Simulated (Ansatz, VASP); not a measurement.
# MgSe in VASP and in Ansatz

```xyz
2
Lattice="0.0000 2.7337 2.7337 2.7337 0.0000 2.7337 2.7337 2.7337 0.0000" Properties=species:S:1:pos:R:3 pbc="T T T"
Mg    0.0000    0.0000    0.0000
Se    2.7337    2.7337    2.7337
```

Alike in both runs: task single point; functional PBE; k mesh 4 × 4 × 4; occupations gaussian, width 0.1 eV; no spin polarisation.

|  | VASP | Ansatz |
| --- | --- | --- |
| version | VASP 6.6.1 | Ansatz 0.2.0 |
| potentials or method | VASP PAW PBE potentials, release 64 (Mg, Se), cutoff 600 eV | scalar-relativistic, plane waves, PAW |
| valence electrons in the cell | 8 | 26 |

|  | VASP | Ansatz | Ansatz less VASP |
| --- | --- | --- | --- |
| gap on the k mesh at the Fermi level (eV) | 1.75 | 1.78 | +0.024 |
| least direct gap on the mesh (eV) | 2.52 | 2.53 | +0.011 |
| pressure (GPa) | 1.7 | 1.8 | +0.12 |

VASP's potentials hold 8 valence electrons a cell and Ansatz's 26, so a difference there can come from the potentials and not from the codes.

The k mesh is coarse, so the values compare programs but aren't converged.
